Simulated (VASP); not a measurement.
Here is a VASP 6.6.1 calculation.

File INCAR:

```
SYSTEM = CsRe
PREC     = Accurate       ! precision mode
ENCUT    = 520            ! plane-wave cutoff, eV
EDIFF    = 1E-6           ! SCF threshold, eV
ISMEAR   = -1             ! smearing method
SIGMA    = 0.05           ! smearing width, eV
LREAL    = .FALSE.        ! projectors in reciprocal space
LASPH    = .TRUE.         ! aspherical terms in the spheres
NELM     = 60             ! most SCF steps
ALGO     = Normal         ! electronic algorithm
ISIF     = 2              ! what is computed and relaxed
LWAVE    = .FALSE.        ! write WAVECAR
LCHARG   = .TRUE.         ! write CHGCAR
GGA      = PE             ! functional
LELF     = .TRUE.         ! ELF
LVHAR    = .TRUE.       
NBANDS   = 15             ! bands
```

Contents of KPOINTS:

```
regular mesh
0
G
  8 8 5
  0 0 0
```

Contents of POSCAR:

```
CsRe
1.0
    3.6893539700      0.0000000000      0.0000000000
   -1.8446769800      3.1950742600      0.0000000000
    0.0000000000      0.0000000000      5.6314427200
Cs Re
1 1
Direct
    0.0000000000      0.0000000000      0.5000000000
    0.0000000000      0.0000000000      0.0000000000
```

Potentials or basis: VASP PAW PBE potentials, release 64 (Cs_sv, Re).

Command:

```console
$ cat potpaw_PBE.64/Cs_sv/POTCAR potpaw_PBE.64/Re/POTCAR > POTCAR
$ mpirun -np 1 vasp_std > vasp.out
```

Q: Estimate the band gap on the k mesh.

A: Zero (bands 8 and 9 overlap by 1.05 eV).

Q: What does it give for the pressure?

A: -6.9 GPa.

Stress tensor (GPa, compression positive):
```
-12.65   0.00   0.00
  0.00 -12.65   0.00
  0.00   0.00   4.62
```

Caveat: the stress differs along the axes, from -13 to 5 GPa; spin-orbit coupling is left out, which moves the levels of the heavy elements.
